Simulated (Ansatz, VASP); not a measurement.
Two plane-wave programs on Rb2Ag3

```
CELL_PARAMETERS angstrom
5.56049 0.00000 0.00000
0.00000 5.56049 0.00000
0.00000 0.00000 5.56049
ATOMIC_POSITIONS crystal
Rb 0.00000 0.00000 0.00000
Rb 0.50000 0.50000 0.50000
Ag 0.50000 0.00000 0.00000
Ag 0.00000 0.50000 0.00000
Ag 0.00000 0.00000 0.50000
```

Alike in both runs: task relaxation of cell and atoms; functional PBE; k mesh 4 × 4 × 4; occupations gaussian, width 0.1 eV; no spin polarisation.

|  | VASP | Ansatz |
| --- | --- | --- |
| version | VASP 6.6.1 | Ansatz 0.2.0 |
| potentials or method | VASP PAW PBE potentials, release 64 (Rb_sv, Ag), cutoff 500 eV | scalar-relativistic, plane waves, PAW |
| valence electrons in the cell | 51 | 75 |

```tsv
	VASP	Ansatz	Ansatz less VASP
gap on the k mesh at the Fermi level, each at its own relaxed structure (eV)	none	none	-
relaxed volume (Å³/atom)	52.81	54.11	+1.303
relaxed length of the cell vector where the two differ most in proportion (Å)	6.415	6.468	+0.0523
```

A gap of «none» marks a metal or a gap that the smearing closes. VASP's potentials hold 51 valence electrons a cell and Ansatz's 75, so a difference there can come from the potentials and not from the codes.

Noted on VASP's run: the volume moved by over 15 % at a fixed basis, so the end points are rough.
